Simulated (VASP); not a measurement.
The system is SiO2.

```
CELL_PARAMETERS angstrom
0.00000 4.71626 7.36278
2.35958 0.00000 7.36278
2.35958 4.71626 0.00000
ATOMIC_POSITIONS crystal
Si 0.93677 0.93677 0.56323
Si 0.68677 0.68677 0.31323
Si 0.31323 0.31323 0.68677
Si 0.56323 0.56323 0.93677
O 0.06344 0.43656 0.06344
O 0.43656 0.06344 0.43656
O 0.81344 0.18656 0.81344
O 0.18656 0.81344 0.18656
O 0.12500 0.62500 0.62500
O 0.62500 0.62500 0.62500
O 0.62500 0.62500 0.12500
O 0.62500 0.12500 0.62500
```

Base run:

```yaml
Program: VASP 6.6.1
Functional: PBEsol
Potentials_or_basis: VASP PAW PBE potentials, release 64 (Si, O)
Cutoff: 520 eV
k_mesh: 7 × 7 × 7
Occupations: fermi-dirac, width 0.05 eV
Spin: no spin polarisation
```

Its results: band gap on the k mesh 5.70 eV; pressure 3.0 GPa; largest force 0.255 eV/Å.

**Question.** The run is repeated on the same cell with these changes: functional from PBEsol to PBE. What comes out?

**Answer.** Band gap on the k mesh 5.78 eV; pressure 5.1 GPa; largest force 0.367 eV/Å.

PBE binds less tightly than PBEsol, so the same cell stands under more pressure.

Caveats: the cell stands under pressure; an odd mesh through Γ misses points on the zone boundary, where band edges can lie; the PAW data sets were made with another functional, which shifts forces and pressure a little (at least some runs).
